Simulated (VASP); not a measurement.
HfO2, 12 atoms in the cell. Symmetry: Pm, No. 6, monoclinic system. The conventional cell has a = 3.604 Å, b = 3.604 Å, c = 10.626 Å, α = 90.00°, β = 97.80°, γ = 90.00°. Within 2.7 Å of Hf (site symmetry m) lie 8 O at 2.07 to 2.42 Å. Hf (site symmetry m) has 8 O at 2.07 to 2.42 Å within 2.7 Å. Within 2.7 Å of Hf (site symmetry m) lie 8 O at 2.07 to 2.42 Å. Within 2.2 Å of Hf (site symmetry m) lie 3 O at 1.65 to 2.07 Å. Within 2.7 Å of O (site symmetry m) lie 4 Hf at 2.07 to 2.42 Å and 6 O at 2.62 to 2.63 Å. O (site symmetry m) has 4 Hf at 2.07 to 2.42 Å and 5 O at 2.62 to 2.63 Å within 2.7 Å. O (site symmetry m) has 4 Hf at 2.07 to 2.42 Å and 6 O at 2.62 to 2.63 Å within 2.7 Å. O (site symmetry m) has 4 Hf at 2.07 to 2.42 Å and 7 O at 2.62 to 2.74 Å within 2.8 Å.  This cell differs from its parent crystal: the part above a cut slid along it.

- Program: VASP 6.6.1
- Task: single point
- Functional: PBE
- Potentials or basis: VASP PAW PBE potentials, release 64 (Hf_pv, O)
- Cutoff: 520 eV
- k mesh: 6 × 6 × 2
- Occupations: gaussian, width 0.05 eV
- Spin: no spin polarisation
- Dipole correction: no
- Further INCAR settings: ALGO = Normal; EDIFF = 1e-07; NBANDS = 56

Potentials or basis: VASP PAW PBE potentials, release 64 (Hf_pv, O).

The run is started by

```bash
$ cat potpaw_PBE.64/Hf_pv/POTCAR potpaw_PBE.64/O/POTCAR > POTCAR
$ mpirun -np 1 vasp_std > vasp.out
```

Hardware: 1 thread of Intel(R) Xeon(R) Platinum 8488C (Sapphire Rapids), on a shared host.

Estimate the wall time of this run.

Run time: 4.1 min on 1 thread of Intel(R) Xeon(R) Platinum 8488C (Sapphire Rapids), on a shared host, peak memory 0.34 GiB. Counts: scf iterations 17, k points 32.
